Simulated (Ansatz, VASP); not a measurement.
Al12NO in VASP and in Ansatz

```
CELL_PARAMETERS angstrom
5.71430 0.00000 0.00000
0.00000 5.71430 0.00000
0.00000 0.00000 22.17502
ATOMIC_POSITIONS crystal
Al 0.25000 0.25000 0.18038
Al 0.25000 0.75000 0.18038
Al 0.75000 0.25000 0.18038
Al 0.75000 0.75000 0.18038
Al 0.00000 0.00000 0.27441
Al 0.00000 0.50000 0.27441
Al 0.50000 0.00000 0.27441
Al 0.50000 0.50000 0.27441
Al 0.25000 0.25000 0.36866
Al 0.25000 0.75000 0.36866
Al 0.75000 0.25000 0.36866
Al 0.75000 0.75000 0.36866
N 0.36079 0.50000 0.46246
O 0.63921 0.50000 0.46246
```

Alike in both runs: task single point; functional PBE; k mesh 5 × 5 × 1; occupations gaussian, width 0.1 eV; collinear spin.

```csv
,VASP,Ansatz
version,VASP 6.6.1,Ansatz 0.2.0
potentials or method,"VASP PAW PBE potentials, release 64 (Al, N, O), cutoff 520 eV","scalar-relativistic, plane waves, PAW"
valence electrons in the cell,47,47
```

```csv
,VASP,Ansatz,Ansatz less VASP
gap on the k mesh at the Fermi level (eV),none,none,-
rms of the force components (eV/Å),1.084,1.100,+0.0161
net moment per atom (μB),0.07,0.07,0.000
size of the moment on the site where the two differ most (μB),0.54,0.47,-0.072
```

Site moments also hang on the region over which each program counts them. Atom by atom the forces differ by 0.017 eV/Å (rms over components). A gap of «none» marks a metal or a gap that the smearing closes. With one functional, cell and mesh, what is left measures potentials, basis and numerics.
